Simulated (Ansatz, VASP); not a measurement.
Two plane-wave programs on Si2Sn3

Contents of INCAR:

```
SYSTEM = Si2Sn3
ALGO = Fast ; EDIFF = 1E-6
ENCUT = 520 ; GGA = PE
ISIF = 2 ; ISMEAR = 0
ISPIN = 2 ; LASPH = .TRUE.
LCHARG = .FALSE. ; LORBIT = 11
LREAL = .FALSE. ; LWAVE = .FALSE.
MAGMOM = -4 -2 -4 4 1 ; NBANDS = 37
NELM = 150 ; PREC = Accurate
SIGMA = 0.1
```

The input KPOINTS:

```
k-points
0
G
  12 12 4
  0 0 0
```

File POSCAR:

```
Si2Sn3
1.0
    3.1093209176      0.0000000000      0.0000000000
   -1.5546604588      2.6927509032      0.0000000000
    0.0000000000      0.0000000000     14.1864746722
Si Sn
2 3
Direct
    0.0000000000      0.0000000000      0.5841636837
    0.0000000000      0.0000000000      0.4158363163
    0.0000000000      0.0000000000      0.7787592245
    0.0000000000      0.0000000000      0.0000000000
    0.0000000000      0.0000000000      0.2212407755
```

Input for Ansatz:

```yaml
crystal:
  lattice:
    - [3.1093209176, 0.0, 0.0]
    - [-1.5546604588, 2.6927509032, 0.0]
    - [0.0, 0.0, 14.1864746722]
  atoms:
    - { symbol: Si, position: [0.0, 0.0, 0.5841636837], spin: -4.0 }
    - { symbol: Si, position: [0.0, 0.0, 0.4158363163], spin: -2.0 }
    - { symbol: Sn, position: [0.0, 0.0, 0.7787592245], spin: -4.0 }
    - { symbol: Sn, position: [0.0, 0.0, 0.0], spin: 4.0 }
    - { symbol: Sn, position: [0.0, 0.0, 0.2212407755], spin: 1.0 }
basis:
  ecutwfc: 420
  xc_grid: 1
kpoints:
  mp_grid: { grid: [12, 12, 4] }
hamiltonian:
  xc: pbe
scf:
  occupations: { method: gaussian, width: 0.1 }
output:
  forces: true
  eigenvalues: true
  stress: true
magnetization:
  spin_polarized: true
accuracy: medium
```

Alike in both runs: task single point; functional PBE; k mesh 12 × 12 × 4; occupations gaussian, width 0.1 eV; collinear spin.

|  | VASP | Ansatz |
| --- | --- | --- |
| version | VASP 6.6.1 | Ansatz 0.2.0 |
| potentials or method | VASP PAW PBE potentials, release 64 (Si, Sn_d), cutoff 520 eV | scalar-relativistic, plane waves, PAW |
| valence electrons in the cell | 50 | 50 |

```csv
,VASP,Ansatz,Ansatz less VASP
gap on the k mesh at the Fermi level (eV),none,none,-
pressure (GPa),0.0,0.0,+0.04
net moment per atom (μB),0.00,0.00,0.000
```

A gap of «none» marks a metal or a gap that the smearing closes. Ansatz's warnings: seeded moment not kept.
